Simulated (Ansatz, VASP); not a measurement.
# HfO2 in VASP and in Ansatz

Contents of INCAR:

```
SYSTEM = HfO2
PREC = Accurate
ENCUT = 520
EDIFF = 1E-6
ISMEAR = 0
SIGMA = 0.05
LREAL = .FALSE.
LASPH = .TRUE.
NELM = 100
ALGO = Normal
ISIF = 2
LWAVE = .FALSE.
LCHARG = .TRUE.
GGA = PE
LELF = .TRUE.
LVHAR = .TRUE.
NBANDS = 56
```

KPOINTS

```
Automatic mesh
0
G
  6 6 6
  0 0 0
```

POSCAR

```
HfO2
1.0
    5.1150000000      0.0000000000      0.0000000000
    0.0000000000     -5.1150000000      0.0000000000
    0.0000000000      0.0000000000     -5.1150000000
Hf O
4 8
Direct
    0.0172802244      0.5172802244      0.5000000000
    0.5000000000      0.0000000000      0.5000000000
    0.5000000000      0.5000000000      0.0000000000
    0.0000000000      0.0000000000      0.0000000000
    0.2500000000      0.2500000000      0.2500000000
    0.7500000000      0.7500000000      0.2500000000
    0.7500000000      0.2500000000      0.7500000000
    0.2500000000      0.7500000000      0.7500000000
    0.7500000000      0.7500000000      0.7500000000
    0.2500000000      0.2500000000      0.7500000000
    0.2500000000      0.7500000000      0.2500000000
    0.7500000000      0.2500000000      0.2500000000
```

Input for Ansatz:

```yaml
crystal:
  lattice:
    - [5.115, 0.0, 0.0]
    - [0.0, -5.115, 0.0]
    - [0.0, 0.0, -5.115]
  atoms:
    - { symbol: Hf, position: [0.0172802244, 0.5172802244, 0.5] }
    - { symbol: Hf, position: [0.5, 0.0, 0.5] }
    - { symbol: Hf, position: [0.5, 0.5, 0.0] }
    - { symbol: Hf, position: [0.0, 0.0, 0.0] }
    - { symbol: O, position: [0.25, 0.25, 0.25] }
    - { symbol: O, position: [0.75, 0.75, 0.25] }
    - { symbol: O, position: [0.75, 0.25, 0.75] }
    - { symbol: O, position: [0.25, 0.75, 0.75] }
    - { symbol: O, position: [0.75, 0.75, 0.75] }
    - { symbol: O, position: [0.25, 0.25, 0.75] }
    - { symbol: O, position: [0.25, 0.75, 0.25] }
    - { symbol: O, position: [0.75, 0.25, 0.25] }
basis:
  ecutwfc: 420
kpoints:
  mp_grid: { grid: [6, 6, 6] }
hamiltonian:
  xc: pbe
scf:
  occupations: { method: gaussian, width: 0.05 }
output:
  forces: true
  stress: true
  eigenvalues: true
```

Alike in both runs: task single point; functional PBE; k mesh 6 × 6 × 6; occupations gaussian, width 0.05 eV; no spin polarisation.

```csv
,VASP,Ansatz
version,VASP 6.6.1,Ansatz 0.2.0
potentials or method,"VASP PAW PBE potentials, release 64 (Hf_pv, O), cutoff 520 eV","scalar-relativistic, plane waves, PAW"
valence electrons in the cell,88,152
```

```csv
,VASP,Ansatz,Ansatz less VASP
gap on the k mesh at the Fermi level (eV),3.61,3.61,+0.001
least direct gap on the mesh (eV),3.61,3.61,+0.001
pressure (GPa),-5.5,-2.0,+3.53
"traceless stress, the component that is largest in VASP (GPa)",-0.48,-0.49,-0.002
rms of the force components (eV/Å),0.430,0.436,+0.0060
```

Atom by atom the forces differ by 0.012 eV/Å (rms over components). With one functional, cell and mesh, what is left measures potentials, basis and numerics. VASP's potentials hold 88 valence electrons a cell and Ansatz's 152, so a difference there can come from the potentials and not from the codes.

Neither program's run includes spin-orbit coupling.
